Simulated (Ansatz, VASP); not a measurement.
KHf3: VASP beside Ansatz

Contents of INCAR:

```
PREC = Accurate
ENCUT = 520
EDIFF = 1E-6
ISMEAR = 0
SIGMA = 0.1
LREAL = False
LASPH = True
NELM = 80
ALGO = Fast
ISIF = 2
LWAVE = False
LCHARG = False
GGA = PE
NBANDS = 28
```

The input KPOINTS:

```
Automatic mesh
0
Gamma
  4 4 4
```

File POSCAR:

```
KHf3
1.0
    4.5335347521      0.0000000000      0.0000000000
    0.0000000000      4.5335347521      0.0000000000
    0.0000000000      0.0000000000      4.5335347521
K Hf
1 3
Direct
    0.0000000000      0.0000000000      0.0000000000
    0.0000000000      0.5000000000      0.5000000000
    0.5000000000      0.0000000000      0.5000000000
    0.5000000000      0.5000000000      0.0000000000
```

Input for Ansatz:

```yaml
crystal:
  lattice:
    - [4.5335347521, 0.0, 0.0]
    - [0.0, 4.5335347521, 0.0]
    - [0.0, 0.0, 4.5335347521]
  atoms:
    - { symbol: K, position: [0.0, 0.0, 0.0] }
    - { symbol: Hf, position: [0.0, 0.5, 0.5] }
    - { symbol: Hf, position: [0.5, 0.0, 0.5] }
    - { symbol: Hf, position: [0.5, 0.5, 0.0] }
basis:
  ecutwfc: 420
kpoints:
  mp_grid: { grid: [4, 4, 4] }
hamiltonian:
  xc: pbe
scf:
  occupations: { method: gaussian, width: 0.1 }
  lower_state_search: "off"
output:
  forces: true
  stress: true
  eigenvalues: true
```

Alike in both runs: task single point; functional PBE; k mesh 4 × 4 × 4; occupations gaussian, width 0.1 eV; no spin polarisation.

|  | VASP | Ansatz |
| --- | --- | --- |
| version | VASP 6.6.1 | Ansatz 0.2.0 |
| potentials or method | VASP PAW PBE potentials, release 64 (K_sv, Hf_pv), cutoff 520 eV | scalar-relativistic, plane waves, PAW |
| valence electrons in the cell | 39 | 87 |

VASP gave:

```
gap on the k mesh at the Fermi level (eV) : none
pressure (GPa)                            : 5.2
```

Problem. What did Ansatz give for the same quantities?

Solution. gap on the k mesh at the Fermi level (eV): none; pressure (GPa): 5.3.

A gap of «none» marks a metal or a gap that the smearing closes. VASP's potentials hold 39 valence electrons a cell and Ansatz's 87, so a difference there can come from the potentials and not from the codes.

Neither program's run includes spin-orbit coupling.
